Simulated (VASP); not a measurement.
**Cs4Ti: single point with PBE**

The system is Cs4Ti.

```
Cs Ti
1.0
     6.24701    0.00000    0.00000
     0.00000    6.24701    0.00000
     0.00000    0.00000    6.24701
Cs Ti
4 1
Direct
  0.25000 0.25000 0.25000
  0.75000 0.75000 0.25000
  0.25000 0.75000 0.75000
  0.75000 0.25000 0.75000
  0.00000 0.00000 0.00000
```

The cell was generated, and may not be a known phase.

| Quantity | Value |
| --- | --- |
| Program | VASP 6.6.1 |
| Task | single point |
| Functional | PBE |
| Potentials or basis | VASP PAW PBE potentials, release 64 (Cs_sv, Ti_sv) |
| Cutoff | 520 eV |
| k mesh | 4 × 4 × 4 |
| Occupations | gaussian, width 0.1 eV |
| Spin | no spin polarisation |

```json
{
 "Pressure": "2.8 GPa",
 "Band gap on the k mesh": "zero (bands 24 and 25 overlap by 0.49 eV)"
}
```

Levels at points of the mesh, in eV from the Fermi level:
```csv
k point,band 20,band 21,band 22,band 23,band 24,band 25,band 26,band 27,band 28,band 29
"(0.00, 0.00, 0.00)",-9.77,-1.76,-0.64,-0.64,-0.64,-0.32,-0.32,0.94,1.64,1.64
"(0.50, 0.00, 0.00)",-9.85,-0.51,-0.38,-0.21,-0.21,0.02,0.04,0.35,1.70,2.09
"(0.50, 0.50, 0.00)",-9.79,-0.15,-0.13,0.15,0.17,0.17,0.57,1.01,1.20,1.20
"(0.50, 0.50, 0.50)",-9.78,-0.09,0.00,0.00,0.01,0.01,0.01,0.81,0.81,0.81
```

It took 84 s on 1 thread of Intel(R) Xeon(R) Platinum 8259CL CPU @ 2.50GHz (Skylake/Cascade Lake), with other jobs on the host, peak memory 0.35 GiB.

Caveat: spin-orbit coupling is left out, which moves the levels of the heavy elements.
